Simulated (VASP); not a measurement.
# Li (P6_3/mmc) in VASP: a series of runs

The runs below take Li through single point, with PBEsol.

All numbers are computed with VASP 6.6.1; they aren't measurements. Logs are shortened: lines on timing, memory, paths and dates and some standing lists are left out, and cuts for length are marked.

**1. The cell of the first run**

Symmetry: P6_3/mmc, No. 194, hexagonal system. The conventional cell has a = 2.983 Å, b = 2.983 Å, c = 10.043 Å, α = 90.00°, β = 90.00°, γ = 120.00°. Li (site symmetry -3m) has 12 Li at 2.98 to 3.04 Å within 3.9 Å. Within 3.9 Å of Li (site symmetry -6m2) lie 12 Li at 2.98 to 3.04 Å.

**2. Single point, PBEsol**

Input file INCAR:

```
SYSTEM = Li
ALGO = Normal
EDIFF = 1E-6
ENCUT = 520
GGA = PS
ISIF = 2
ISMEAR = -1
LASPH = .True.
LCHARG = .False.
LREAL = .False.
LWAVE = .False.
NBANDS = 14
NELM = 80
PREC = Accurate
SIGMA = 0.15
```

Input file KPOINTS:

```
k-points
0
Gamma
  9 9 3
  0 0 0
```

Input file POSCAR:

```
Li
1.0
    2.9829457913      0.0000000000      0.0000000000
   -1.4914728957      2.5833064786      0.0000000000
    0.0000000000      0.0000000000     10.0430184745
Li
4
Direct
    0.0000000000      0.0000000000      0.0000000000
    0.3333333333      0.6666666667      0.2500000000
    0.0000000000      0.0000000000      0.5000000000
    0.6666666667      0.3333333333      0.7500000000
```

Potentials or basis: VASP PAW PBE potentials, release 64 (Li_sv).

Command:

```
$ cat potpaw_PBE.64/Li_sv/POTCAR > POTCAR
$ mpirun -np 1 vasp_std > vasp.out
```

OUTCAR:

```text
SYSTEM = Li
   EDIFF = 1E-6
   ENCUT = 520
   GGA = PS
   ISIF = 2
   ISMEAR = -1
   LASPH = .True.
   LREAL = .False.
   NELM = 80
   PREC = Accurate

 ion  position               nearest neighbor table
   1  0.000  0.000  0.000-
   2  0.333  0.667  0.250-
   3  0.000  0.000  0.500-
   4  0.667  0.333  0.750-

  LATTYP: Found a hexagonal cell.
 ALAT       =     2.9829457913
 C/A-ratio  =     3.3668122645

  Lattice vectors:

 A1 = (   2.9829457913,   0.0000000000,   0.0000000000)
 A2 = (  -1.4914728957,   2.5833064786,   0.0000000000)
 A3 = (   0.0000000000,   0.0000000000,  10.0430184745)

Analysis of symmetry for initial positions (statically):
=====================================================================
 Subroutine PRICEL returns:
 Original cell was already a primitive cell.

 Routine SETGRP: Setting up the symmetry group for a
 hexagonal supercell.

 Subroutine GETGRP returns: Found 24 space group operations
 (whereof 12 operations were pure point group operations)
 out of a pool of 24 trial point group operations.

The static configuration has the point symmetry D_3d.
 The point group associated with its full space group is D_6h.

Analysis of symmetry for dynamics (positions and initial velocities):
=====================================================================
 Subroutine PRICEL returns:
 Original cell was already a primitive cell.

 Routine SETGRP: Setting up the symmetry group for a
 hexagonal supercell.

 Subroutine GETGRP returns: Found 24 space group operations
 (whereof 12 operations were pure point group operations)
 out of a pool of 24 trial point group operations.

The dynamic configuration has the point symmetry D_3d.
 The point group associated with its full space group is D_6h.

 Subroutine INISYM returns: Found 24 space group operations
 (whereof 12 operations are pure point group operations),
 and found     1 'primitive' translations

----------------------------------------------------------------------------------------

                                     Primitive cell

  volume of cell :      77.3901

  direct lattice vectors                    reciprocal lattice vectors
     2.982945791  0.000000000  0.000000000     0.335239079  0.193550399  0.000000000
    -1.491472896  2.583306479  0.000000000     0.000000000  0.387100798  0.000000000
     0.000000000  0.000000000 10.043018475     0.000000000  0.000000000  0.099571658

  length of vectors
[... 97 lines left out ...]
   NUPDOWN=      -1.0000    fix difference up-down
   EMIN   =  10.00;   EMAX   =-10.00  energy-range for DOS
   EFERMI =   0.00;   METHOD = LEGACY
   ISMEAR =    -1;   SIGMA  =   0.15  broadening in eV -4-tet -1-fermi 0-gaus
   EFERMI_NEDOS =   21; number of points for ismear=-14 and -15
   IALGO  =     38    algorithm
   IMIX   =      4    mixing-type and parameters
     AMIX     =   0.40;   BMIX     =  1.00
     AMIX_MAG =   1.60;   BMIX_MAG =  1.00
  volume/ion in A,a.u.               =      19.35       130.56
  Fermi-wavevector in a.u.,A,eV,Ry     =   0.879509  1.662030 10.524586  0.773535
  Thomas-Fermi vector in A             =   1.999742
   LORBIT       =      0    0 simple, 1 ext, 2 COOP (PROOUT), +10 PAW based schemes
   GGA     = PS    functional components
   LHFCALC =     F    Hartree Fock is set to
   AEXX    =    0.0000 exact exchange contribution
   IVDW    =     0    specifies the selected vdW correction
   LEPSILON=     F    determine dielectric tensor
   LRPA    =     F    only Hartree local field effects (RPA)
 non-spin polarized calculation
  energy-cutoff  :      520.00
  volume of cell :       77.39
 maximum number of plane-waves:      2120
 NGX is ok and might be reduce to    24
   NGX = 11   NGY = 11   NGZ = 37

 number of electron      12.0000045 magnetization

 Free energy of the ion-electron system (eV)
  ---------------------------------------------------
  ext. energy  EPLUGINS =         0.00000000
  ---------------------------------------------------
  free energy    TOTEN  =        -7.93069454 eV

  energy without entropy =       -7.79245377  energy(sigma->0) =       -7.86157415

 E-fermi :   0.7678     XC(G=0):  -7.1322

 val. band max:        0.7094308739   @ k =   0.1111   0.1111   0.3333
 cond. band min:       0.8236189259   @ k =   0.3333   0.1111   0.0000
 fundamental gap:      0.1141880520
 Fermi energy:         0.7678276412

 k-point     1 :       0.0000    0.0000    0.0000
  band No.  band energies     occupation
      1     -45.0783      2.00000
      2     -45.0688      2.00000
      3     -45.0671      2.00000
      4     -45.0575      2.00000
      5      -2.8553      2.00000
      6      -1.7722      2.00000
      7      -1.7720      2.00000
      8       0.5545      1.61130
      9       3.6072      0.00000
     10       8.5276      0.00000
     11       8.5305      0.00000
     12      14.0774      0.00000
     13      14.0774      0.00000
     14      14.6470      0.00000
[... 377 lines left out ...]
      1     -45.0497      2.00000
      2     -45.0496      2.00000
      3     -45.0479      2.00000
      4     -45.0479      2.00000
      5       2.4418      0.00003
      6       2.4418      0.00003
      7       3.0858      0.00000
      8       3.1370      0.00000
      9       3.3554      0.00000
     10       3.3554      0.00000
     11       4.9415      0.00000
     12       4.9415      0.00000
     13       7.3633      0.00000
     14       7.3699      0.00000

------------------------ aborting loop because EDIFF is reached ----------------------------------------

  FORCE on cell =-STRESS in cart. coord.  units (eV):
  Direction    XX          YY          ZZ          XY          YZ          ZX
  --------------------------------------------------------------------------------------
  -------------------------------------------------------------------------------------
  Total        0.3365398      0.3365397      0.1680709     -0.0000000     -0.0000000     -0.0000000
  in kB        6.9672507      6.9672488      3.4795049     -0.0000000     -0.0000000     -0.0000000
  external PRESSURE =       5.8046681 kB  Pullay stress =       0.0000000 kB

 VOLUME and BASIS-vectors are now :
 -----------------------------------------------------------------------------
  energy-cutoff  :      520.00
  volume of cell :       77.39
      direct lattice vectors                 reciprocal lattice vectors
     2.982945791  0.000000000  0.000000000     0.335239079  0.193550399  0.000000000
    -1.491472896  2.583306479  0.000000000     0.000000000  0.387100798  0.000000000
     0.000000000  0.000000000 10.043018475     0.000000000  0.000000000  0.099571658

 POSITION                                       TOTAL-FORCE (eV/Angst)
 -----------------------------------------------------------------------------------
      0.00000      0.00000      0.00000         0.000000     -0.000000      0.000000
     -0.00000      1.72220      2.51075        -0.000000      0.000000      0.000000
      0.00000      0.00000      5.02151         0.000000     -0.000000      0.000000
      1.49147      0.86110      7.53226         0.000000      0.000000     -0.000000
 -----------------------------------------------------------------------------------
    total drift:                               -0.000000      0.000000     -0.000000

  FREE ENERGIE OF THE ION-ELECTRON SYSTEM (eV)
  ---------------------------------------------------
  free  energy   TOTEN  =        -7.9306945406 eV

  energy  without entropy=       -7.7924537672  energy(sigma->0) =       -7.86157415
```

stdout:

```text
POSCAR found type information on POSCAR Li
 POSCAR found :  1 types and       4 ions
 scaLAPACK will be used
 -----------------------------------------------------------------------------
|                                                                             |
|                                                                             |
|     You enforced a specific xc type in the INCAR file but a different       |
|     I HOPE YOU KNOW WHAT YOU ARE DOING!                                     |
|                                                                             |
 -----------------------------------------------------------------------------

 LDA part: xc-table for (Slater+PW92), standard interpolation
 POSCAR, INCAR and KPOINTS ok, starting setup
 FFT: planning ... GRIDC
 FFT: planning ... GRID_SOFT
 FFT: planning ... GRID
 WAVECAR not read
 entering main loop
```

Wall time 16 s (1 thread of AMD EPYC 9R14 (Zen 4), shared host); peak memory 0.15 GiB.

Results:

```yaml
Free_energy: -7.9307 eV
Band_gap_on_the_k_mesh: zero (band 6 reaches 2.46 eV, above the bottom of band 7 at -1.77 eV)
```

Levels at points of the mesh, in eV from the Fermi level:
```csv
k point,band 3,band 4,band 5,band 6,band 7,band 8,band 9,band 10
"(0.00, 0.00, 0.00)",-45.83,-45.83,-3.62,-2.54,-2.54,-0.21,2.84,7.76
```

Caveat: the cutoff is under 1.25 times the usual one of these potentials, so pressure, stress and relaxed cells hold a basis-set (Pulay) error; the PAW data sets were made with another functional, which shifts forces and pressure a little.

**3. Single point, PBEsol**

This run uses another cell than the first one, of 19.86 Å³/atom, 1.026 times its volume.

Input file INCAR:

```
  PREC = Accurate
  ENCUT = 520
  EDIFF = 1E-7
  ISMEAR = -1
  SIGMA = 0.15
  LREAL = False
  LASPH = True
  NELM = 80
  ALGO = Normal
  ISIF = 2
  LWAVE = False
  LCHARG = False
  GGA = PS
  NBANDS = 14
```

Input file KPOINTS:

```
regular mesh
0
Gamma
  9 9 3
```

Input file POSCAR:

```
Li
1.0
    3.0088857524      0.0000000000      0.0000000000
   -1.5044428762      2.6057711408      0.0000000000
    0.0000000000      0.0000000000     10.1303534536
Li
4
Direct
    0.0000000000      0.0000000000      0.0000000000
    0.3333333333      0.6666666667      0.2500000000
    0.0000000000      0.0000000000      0.5000000000
    0.6666666667      0.3333333333      0.7500000000
```

Potentials or basis: VASP PAW PBE potentials, release 64 (Li_sv).

Command:

```
$ cat potpaw_PBE.64/Li_sv/POTCAR > POTCAR
$ mpirun -np 1 vasp_std > vasp.out
```

OUTCAR:

```text
PREC = Accurate
   ENCUT = 520
   EDIFF = 1E-7
   ISMEAR = -1
   LREAL = False
   LASPH = True
   NELM = 80
   ISIF = 2
   GGA = PS

 ion  position               nearest neighbor table
   1  0.000  0.000  0.000-
   2  0.333  0.667  0.250-
   3  0.000  0.000  0.500-
   4  0.667  0.333  0.750-

  LATTYP: Found a hexagonal cell.
 ALAT       =     3.0088857524
 C/A-ratio  =     3.3668122645

  Lattice vectors:

 A1 = (   3.0088857524,   0.0000000000,   0.0000000000)
 A2 = (  -1.5044428762,   2.6057711408,   0.0000000000)
 A3 = (   0.0000000000,   0.0000000000,  10.1303534536)

Analysis of symmetry for initial positions (statically):
=====================================================================
 Subroutine PRICEL returns:
 Original cell was already a primitive cell.

 Routine SETGRP: Setting up the symmetry group for a
 hexagonal supercell.

 Subroutine GETGRP returns: Found 24 space group operations
[... 182 lines left out ...]
      4     -45.1773      2.00000
      5      -2.8967      2.00000
      6      -1.8225      2.00000
      7      -1.8224      2.00000
      8       0.4955      1.57754
      9       3.4460      0.00000
     10       8.3117      0.00000
     11       8.3148      0.00000
     12      13.7663      0.00000
     13      13.7663      0.00000
     14      14.3269      0.00000
[... 377 lines left out ...]
      1     -45.1700      2.00000
      2     -45.1700      2.00000
      3     -45.1683      2.00000
      4     -45.1683      2.00000
      5       2.3493      0.00003
      6       2.3493      0.00003
      7       2.9774      0.00000
      8       3.0222      0.00000
      9       3.2413      0.00000
     10       3.2413      0.00000
     11       4.8007      0.00000
     12       4.8007      0.00000
     13       7.1521      0.00000
     14       7.1693      0.00000

------------------------ aborting loop because EDIFF is reached ----------------------------------------

  FORCE on cell =-STRESS in cart. coord.  units (eV):
  Direction    XX          YY          ZZ          XY          YZ          ZX
  --------------------------------------------------------------------------------------
  -------------------------------------------------------------------------------------
  Total        0.1537472      0.1537471     -0.0208883      0.0000000      0.0000000      0.0000000
  in kB        3.1013528      3.1013520     -0.4213535      0.0000000      0.0000000      0.0000000
  external PRESSURE =       1.9271171 kB  Pullay stress =       0.0000000 kB

 VOLUME and BASIS-vectors are now :
 -----------------------------------------------------------------------------
  energy-cutoff  :      520.00
  volume of cell :       79.43
      direct lattice vectors                 reciprocal lattice vectors
     3.008885752  0.000000000  0.000000000     0.332348943  0.191881778  0.000000000
    -1.504442876  2.605771141  0.000000000     0.000000000  0.383763556  0.000000000
     0.000000000  0.000000000 10.130353454     0.000000000  0.000000000  0.098713239

 POSITION                                       TOTAL-FORCE (eV/Angst)
 -----------------------------------------------------------------------------------
      0.00000      0.00000      0.00000         0.000000      0.000000      0.000000
     -0.00000      1.73718      2.53259        -0.000000     -0.000000     -0.000000
      0.00000      0.00000      5.06518         0.000000      0.000000      0.000000
      1.50444      0.86859      7.59777         0.000000      0.000000      0.000000
 -----------------------------------------------------------------------------------
    total drift:                               -0.000000      0.000000     -0.000000

  FREE ENERGIE OF THE ION-ELECTRON SYSTEM (eV)
  ---------------------------------------------------
  free  energy   TOTEN  =        -7.9375353441 eV

  energy  without entropy=       -7.7982708200  energy(sigma->0) =       -7.86790308
```

stdout:

```text
POSCAR found type information on POSCAR Li
 POSCAR found :  1 types and       4 ions
 scaLAPACK will be used
 -----------------------------------------------------------------------------
|                                                                             |
|                                                                             |
|     You enforced a specific xc type in the INCAR file but a different       |
|     I HOPE YOU KNOW WHAT YOU ARE DOING!                                     |
|                                                                             |
 -----------------------------------------------------------------------------

 LDA part: xc-table for (Slater+PW92), standard interpolation
 POSCAR, INCAR and KPOINTS ok, starting setup
 FFT: planning ... GRIDC
 FFT: planning ... GRID_SOFT
 FFT: planning ... GRID
 WAVECAR not read
 entering main loop
```

Run time: 19 s. Hardware: 1 thread of AMD EPYC 9R14 (Zen 4), shared host; peak memory 0.15 GiB.

What came out:

```
Free energy            : -7.9375 eV
Band gap on the k mesh : zero (band 6 reaches 2.36 eV, above the bottom of band 7 at -1.82 eV)
```

Levels at points of the mesh, in eV from the Fermi level:
```tsv
k point	band 2	band 3	band 4	band 5	band 6	band 7	band 8	band 9	band 10	band 11
(0.00, 0.00, 0.00)	-45.88	-45.88	-45.87	-3.59	-2.52	-2.52	-0.20	2.75	7.62	7.62
```

Caveat: the cutoff is under 1.25 times the usual one of these potentials, so pressure, stress and relaxed cells hold a basis-set (Pulay) error; the PAW data sets were made with another functional, which shifts forces and pressure a little.

(Part 1 of 2 ends here.)
